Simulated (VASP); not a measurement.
Input of a VASP 6.6.1 run:

File POSCAR:

```
Ta
1.0
    0.0000000000      2.0073910000      2.0073910000
    2.0073910000      0.0000000000      2.0073910000
    2.0073910000      2.0073910000      0.0000000000
Ta
1
Direct
    0.0000000000      0.0000000000      0.0000000000
```

INCAR.step1

```
PREC = Accurate
ENCUT = 400
EDIFF = 1E-5
ISMEAR = -1
SIGMA = 0.1
LREAL = False
LASPH = True
NELM = 120
ALGO = Normal
ISIF = 2
LWAVE = True
LCHARG = False
GGA = PE
NBANDS = 12
GGA_COMPAT = False
```

File INCAR.step2:

```
PREC = Accurate
ENCUT = 400
EDIFF = 1E-6
ISMEAR = -1
SIGMA = 0.1
LREAL = False
LASPH = True
NELM = 120
ALGO = Normal
ISIF = 2
LWAVE = False
LCHARG = False
GGA = PE
LHFCALC = True
HFSCREEN = 0.2079
PRECFOCK = Normal
ISTART = 1
NBANDS = 12
GGA_COMPAT = False
```

File KPOINTS:

```
Automatic mesh
0
Gamma
  5 5 5
```

Potentials or basis: VASP PAW PBE potentials, release 64 (Ta_pv).

Launch:

```sh
$ cat potpaw_PBE.64/Ta_pv/POTCAR > POTCAR
$ cp INCAR.step1 INCAR
$ mpirun -np 1 vasp_std > vasp.out
$ cp INCAR.step2 INCAR
$ mpirun -np 1 vasp_std > vasp.out
```

**Question.** What does it give for the pressure?

**Answer.** 33.2 GPa.

Caveat: the k points lie up to 0.54 Å⁻¹ apart; the PAW data sets were made with another functional, which shifts forces and pressure a little.
